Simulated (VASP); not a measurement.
# ZrSi2: single point with PBE

The system is ZrSi2.

```xyz
6
Lattice="-1.9363 1.9363 6.7324 1.9363 -1.9363 6.7324 1.9363 1.9363 -6.7324" Properties=species:S:1:pos:R:3 pbc="T T T"
Zr    0.0000    0.0000    0.0000
Zr    0.0000    1.9363    3.3662
Si    0.0000    0.0000    5.6080
Si    1.9363    0.0000    2.2419
Si    1.9363    0.0000    4.4905
Si    0.0000    0.0000    7.8567
```

```yaml
Program: VASP 6.6.1
Task: single point
Functional: PBE
Potentials_or_basis: VASP PAW PBE potentials, release 64 (Zr_sv, Si)
Cutoff: 520 eV
k_mesh: 6 × 6 × 6
Occupations: gaussian, width 0.1 eV
Spin: no spin polarisation
```

```
Pressure               : 2.2 GPa
Largest force          : 0.135 eV/Å
Band gap on the k mesh : zero (bands 20 and 21 overlap by 1.01 eV)
```

Forces in eV/Å, atoms in the order of the input:
```
Zr   0.000  0.000  0.000
Zr   0.000  0.000  0.000
Si   0.000  0.000  0.135
Si   0.000  0.000  0.135
Si   0.000  0.000 -0.135
Si   0.000  0.000 -0.135
```

Stress tensor (GPa, compression positive):
```
-0.98  0.00  0.00
 0.00 -0.98  0.00
 0.00  0.00  8.56
```

Levels at points of the mesh, in eV from the Fermi level:
```csv
k point,band 16,band 17,band 18,band 19,band 20,band 21,band 22,band 23,band 24,band 25
"(0.00, 0.00, 0.00)",-3.22,-3.22,-2.30,-0.93,-0.14,0.05,0.28,0.89,0.90,0.90
"(0.50, 0.00, 0.00)",-2.91,-2.45,-2.29,-1.33,-0.92,-0.59,1.14,1.26,1.48,1.67
"(0.50, 0.50, 0.00)",-4.49,-3.82,-3.82,0.02,0.02,1.57,1.57,2.02,2.02,2.17
"(0.50, 0.50, 0.50)",-3.27,-3.18,-3.18,0.42,0.42,0.57,0.57,0.97,0.97,1.32
```

Run time: 7.9 min on 1 thread of Intel Xeon 8259CL, with other jobs on the host, peak memory 0.42 GiB.

Caveat: the stress differs along the axes, from -1 to 9 GPa.
